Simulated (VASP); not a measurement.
**Fe: single point with PBEsol+U**

The system is Fe.

```
Fe
1.0
    -1.44550    1.44550    1.44550
     1.44550   -1.44550    1.44550
     1.44550    1.44550   -1.44550
Fe
1
Direct
  0.00000 0.00000 0.00000
```

```yaml
Program: VASP 6.6.1
Task: single point
Functional: PBEsol
Potentials_or_basis: VASP PAW PBE potentials, release 64 (Fe)
Cutoff: 520 eV
k_mesh: 12 × 12 × 12
Occupations: fermi-dirac, width 0.1 eV
Spin: collinear spin, ferromagnetic start
Starting_moments: "[1.85] μB"
Fixed_moment: 1.85 μB
Hubbard_terms: Fe d U = 5.3 eV
Dipole_correction: no
Further_INCAR_settings: ALGO = Normal; EDIFF = 1e-06; NBANDS = 14
```

```
Pressure                                              : -18.1 GPa
Net moment                                            : 1.85 μB per cell
Site moments                                          : Fe +1.96 μB
Valence electrons inside the program's atomic spheres : Fe 7.25
```

Eigenvalues of the final occupation matrices:
```csv
site,spin,trace,eigenvalues
site 1 d,1,4.25,0.79 0.79 0.79 0.93 0.93
site 1 d,2,2.10,0.13 0.13 0.61 0.61 0.61
```

Wall time 48 s on 1 thread of Intel Xeon 8259CL (shared host), peak memory 0.14 GiB.

Caveat: the PAW data sets were made with another functional, which shifts forces and pressure a little; the total moment is fixed, so each spin has its own Fermi level; the U is typed as a test and isn't derived for this compound. The state reached can hang on the start; a lower one may exist.
